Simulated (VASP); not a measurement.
**Ge: single point with LDA**

**Measured values to compare with.**

From “Temperature-dependent photoluminescence in Ge: experiment and theory”, 2020, arxiv:2003.00143, for a bulk crystal of Ge at 0 K: band gap 0.744 eV (indirect).

Crystal: Ge.

```
CELL_PARAMETERS angstrom
0.00000 2.82891 2.82891
2.82891 0.00000 2.82891
2.82891 2.82891 0.00000
ATOMIC_POSITIONS crystal
Ge 0.75000 0.75000 0.75000
Ge 0.50000 0.50000 0.50000
```

```json
{
 "Program": "VASP 6.6.1",
 "Task": "single point",
 "Functional": "LDA",
 "Potentials or basis": "VASP PAW LDA potentials, release 64 (Ge_d)",
 "Cutoff": "520 eV",
 "k mesh": "10 × 10 × 10",
 "Occupations": "fermi-dirac, width 0.05 eV",
 "Spin": "no spin polarisation"
}
```

The pressure is -1.1 GPa and the band gap on the k mesh is zero (filled and empty bands touch).

Levels at points of the mesh, in eV from the Fermi level:
```tsv
k point	band 12	band 13	band 14	band 15	band 16	band 17
(0.00, 0.00, 0.00)	-0.13	0.01	0.01	0.01	2.54	2.54
(0.50, 0.00, 0.00)	-7.62	-1.39	-1.39	0.08	3.73	3.73
(0.50, 0.50, 0.00)	-8.91	-3.06	-3.06	0.68	0.68	9.42
```

Run time: 56 s on 1 thread of Intel Xeon 8259CL (shared host), peak memory 0.16 GiB.

Measured gap of Ge: 0.744 eV (indirect; 0 K; “Temperature-dependent photoluminescence in Ge: experiment and theory”, 2020, arxiv:2003.00143). This calculation gives 0.00 eV (-0.74 eV). 3 values of this kind are on record (0.666 to 0.807 eV); this one was drawn at random among those near their median. Spin-orbit coupling on Ge is left out. The value is that of LDA on a finite k mesh, which can miss the band edges, without temperature or zero-point motion. Semilocal functionals fall short of measured gaps as a rule.
